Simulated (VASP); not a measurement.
# Sn: single point with PBE

The system is Sn.

```xyz
2
Lattice="0.0000 2.6977 2.6977 2.6977 0.0000 2.6977 2.6977 2.6977 0.0000" Properties=species:S:1:pos:R:3 pbc="T T T"
Sn    2.6977    2.6977    2.6977
Sn    4.0466    4.0466    4.0466
```

This cell differs from its parent crystal: C replaced by Sn, lengths x 1.497, strained.

```json
{
 "Program": "VASP 6.6.1",
 "Task": "single point",
 "Functional": "PBE",
 "Potentials or basis": "VASP PAW PBE potentials, release 64 (Sn_d)",
 "Cutoff": "520 eV",
 "k mesh": "14 × 14 × 14",
 "Occupations": "gaussian, width 0.1 eV",
 "Spin": "no spin polarisation"
}
```

```
Pressure               : 101.0 GPa
Band gap on the k mesh : zero (band 14 reaches 14.05 eV, above the bottom of band 15 at 13.33 eV)
```

Levels at points of the mesh, in eV from the Fermi level:
```tsv
k point	band 10	band 11	band 12	band 13	band 14	band 15	band 16	band 17	band 18	band 19
(0.00, 0.00, 0.00)	-22.42	-15.55	0.54	0.54	0.54	2.21	2.21	2.21	3.80	5.12
(0.50, 0.00, 0.00)	-22.35	-12.24	-9.67	-1.98	-1.98	1.88	3.36	3.36	4.50	10.24
(0.50, 0.50, 0.00)	-22.27	-10.08	-10.08	-4.74	-4.74	-0.04	-0.04	11.75	11.75	12.68
```

Run time: 2.3 min on 1 thread of Intel Xeon 8259CL, on a shared host, peak memory 0.2 GiB.

Caveat: the cell differs from its parent crystal (C replaced by Sn, lengths x 1.497, strained); spin-orbit coupling is left out, which moves the levels of the heavy elements.
